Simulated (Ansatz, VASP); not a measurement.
## Two plane-wave programs on WSe2

```
CELL_PARAMETERS angstrom
3.16170 0.00000 0.00000
-1.58085 2.73811 0.00000
0.00000 0.00000 6.88900
ATOMIC_POSITIONS crystal
W 0.00000 0.00000 0.00000
Se 0.33333 0.66667 0.24797
Se 0.33333 0.66667 0.75203
```

Change from the starting cell: hydrostatic strain -4.1%.

Alike in both runs: task single point; functional r2SCAN; k mesh 12 × 12 × 4; no spin polarisation.

|  | VASP | Ansatz |
| --- | --- | --- |
| version | VASP 6.6.1 | Ansatz 0.2.0 |
| potentials or method | VASP PAW PBE potentials, release 64 (W_sv, Se) | plane waves, PAW |
| plane-wave cutoff (eV) | 520 | 500 |
| occupations | gaussian, width 0.01 eV | fixed |
| valence electrons in the cell | 26 | 46 |

```tsv
	VASP	Ansatz	Ansatz less VASP
gap on the k mesh at the Fermi level (eV)	1.19	1.19	+0.003
pressure (GPa)	11.1	10.7	-0.44
traceless stress, the component that is largest in VASP (GPa)	-5.36	-5.43	-0.062
rms of the force components (eV/Å)	0.012	0.015	+0.0031
```

VASP's potentials were made for PBE, not for r2SCAN. Atom by atom the forces differ by 0.026 eV/Å (rms over components). VASP's potentials hold 26 valence electrons a cell and Ansatz's 46, so a difference there can come from the potentials and not from the codes.

Spin-orbit coupling is off throughout.
